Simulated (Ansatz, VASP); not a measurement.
**Two plane-wave programs on WSe2**

INCAR

```
SYSTEM = WSe2
  PREC = Accurate
  ENCUT = 500
  EDIFF = 1E-6
  ISMEAR = 0
  SIGMA = 0.05
  LREAL = .False.
  LASPH = .True.
  NELM = 120
  ALGO = Normal
  ISIF = 2
  LWAVE = .False.
  LCHARG = .False.
  NBANDS = 20
  GGA_COMPAT = .False.
```

KPOINTS

```
regular mesh
0
Gamma
  9 9 2
  0 0 0
```

Contents of POSCAR:

```
WSe2
1.0
    3.3340930645      0.0000000000      0.0000000000
   -1.6670465323      2.8874092925      0.0000000000
    0.0000000000      0.0000000000     16.6603124568
W Se
1 2
Direct
    0.0000000000      0.0000000000     -0.0020626924
    0.3333333333      0.6666666667      0.1023289438
    0.3333333333      0.6666666667      0.9024728870
```

Input for Ansatz:

```yaml
crystal:
  lattice:
    - [3.3340930645, 0.0, 0.0]
    - [-1.6670465323, 2.8874092925, 0.0]
    - [0.0, 0.0, 16.6603124568]
  atoms:
    - { symbol: W, position: [0.0, 0.0, -0.0020626924] }
    - { symbol: Se, position: [0.3333333333, 0.6666666667, 0.1023289438] }
    - { symbol: Se, position: [0.3333333333, 0.6666666667, 0.902472887] }
basis:
  ecutwfc: 420
kpoints:
  mp_grid: { grid: [9, 9, 2] }
hamiltonian:
  xc: lda
  pseudopotentials: { kind: paw, azcp: { folder: soft_1 } }
scf:
  occupations: { method: gaussian, width: 0.05 }
output:
  forces: true
  stress: true
  eigenvalues: true
```

Change from the starting cell: mode 9 frozen in at -0.040 Å, equal normal strain along x and y +0.0267.

Alike in both runs: task single point; functional LDA; k mesh 9 × 9 × 2; occupations gaussian, width 0.05 eV; no spin polarisation.

|  | VASP | Ansatz |
| --- | --- | --- |
| version | VASP 6.6.1 | Ansatz 0.2.0 |
| potentials or method | VASP PAW LDA potentials, release 64 (W_sv, Se), cutoff 500 eV | scalar-relativistic, plane waves, PAW |
| valence electrons in the cell | 26 | 46 |

|  | VASP | Ansatz | Ansatz less VASP |
| --- | --- | --- | --- |
| gap on the k mesh at the Fermi level (eV) | 1.48 | 1.47 | -0.003 |
| least direct gap on the mesh (eV) | 1.48 | 1.47 | -0.003 |
| rms of the force components (eV/Å) | 0.843 | 0.845 | +0.0013 |

Ansatz warns that its potentials were made for another functional, while VASP's fit it. LDA's correlation is that of Perdew and Zunger in VASP and of Perdew and Wang (1992) in Ansatz. Atom by atom the forces differ by 0.044 eV/Å (rms over components). VASP's potentials hold 26 valence electrons a cell and Ansatz's 46, so a difference there can come from the potentials and not from the codes.

Spin-orbit coupling is off throughout.
